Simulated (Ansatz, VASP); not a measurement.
# One calculation of Pd, two programs

```
CELL_PARAMETERS angstrom
0.00000 1.94650 1.94650
1.94650 0.00000 1.94650
1.94650 1.94650 0.00000
ATOMIC_POSITIONS crystal
Pd 0.00000 0.00000 0.00000
```

Alike in both runs: functional PBE; dispersion D3(BJ); k mesh 12 × 12 × 12; no spin polarisation.

|  | VASP | Ansatz |
| --- | --- | --- |
| version | VASP 6.6.1 | Ansatz 0.2.0 |
| potentials or method | VASP PAW PBE potentials, release 64 (Pd) | Ansatz NC |
| plane-wave cutoff (eV) | 520 | 1116 |
| occupations | methfessel-paxton of order 1, width 0.01 eV | cold, width 0.01 eV |
| valence electrons in the cell | 10 | 18 |
| task | single point | atomic charges |

```csv
,VASP,Ansatz,Ansatz less VASP
gap on the k mesh at the Fermi level (eV),none,none,-
pressure (GPa),-1.0,-0.7,+0.30
```

A gap of «none» marks a metal or a gap that the smearing closes. VASP's potentials hold 10 valence electrons a cell and Ansatz's 18, so a difference there can come from the potentials and not from the codes.
